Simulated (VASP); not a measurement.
Write the native input for VASP 6.6.1 that does the following.

```yaml
Task: single point
Functional: LDA
Potentials_or_basis: VASP PAW LDA potentials, release 64 (Ti_sv, O)
Cutoff: 520 eV
k_mesh: 10 × 10 × 10
Occupations: fermi-dirac, width 0.05 eV
Spin: no spin polarisation
Dipole_correction: no
Further_INCAR_settings: ALGO = Normal; EDIFF = 1e-06; NBANDS = 33
```

The structure of TiO2 lies in POSCAR:

```
TiO2
1.0
   -1.9292094213      1.9292094213      4.8506040801
    1.9292094213     -1.9292094213      4.8506040801
    1.9292094213      1.9292094213     -4.8506040801
Ti O
2 4
Direct
    0.7500000000      0.2500000000      0.5000000000
    0.0000000000      0.0000000000      0.0000000000
    0.7919000000      0.7919000000      0.0000000000
    0.5419000000      0.0419000000      0.5000000000
    0.9581000000      0.4581000000      0.5000000000
    0.2081000000      0.2081000000      0.0000000000
```

One way to write it, as run:

INCAR

```
SYSTEM = TiO2
PREC     = Accurate       ! precision mode
ENCUT    = 520            ! plane-wave cutoff, eV
EDIFF    = 1E-6           ! SCF threshold, eV
ISMEAR   = -1             ! smearing method
SIGMA    = 0.05           ! smearing width, eV
LREAL    = .False.        ! projectors in reciprocal space
LASPH    = .True.         ! aspherical terms in the spheres
NELM     = 60             ! most SCF steps
ALGO     = Normal         ! electronic algorithm
ISIF     = 2              ! what is computed and relaxed
LWAVE    = .False.        ! write WAVECAR
LCHARG   = .False.        ! write CHGCAR
GGA      = CA             ! functional
NBANDS   = 33             ! bands
```

KPOINTS

```
regular mesh
0
Gamma
  10 10 10
  0 0 0
```

Potentials or basis: VASP PAW LDA potentials, release 64 (Ti_sv, O).

Launch:

```sh
$ cat potpaw_LDA.64/Ti_sv/POTCAR potpaw_LDA.64/O/POTCAR > POTCAR
$ mpirun -np 1 vasp_std > vasp.out
```

It gave:

The pressure is -16.5 GPa. The largest force is 0.406 eV/Å and the band gap on the k mesh is 1.88 eV (least direct gap 2.22 eV).

Caveat: the cell stands under tension.

It took 11 min on 1 thread of AMD EPYC 7R13, with other jobs on the host, peak memory 0.31 GiB.
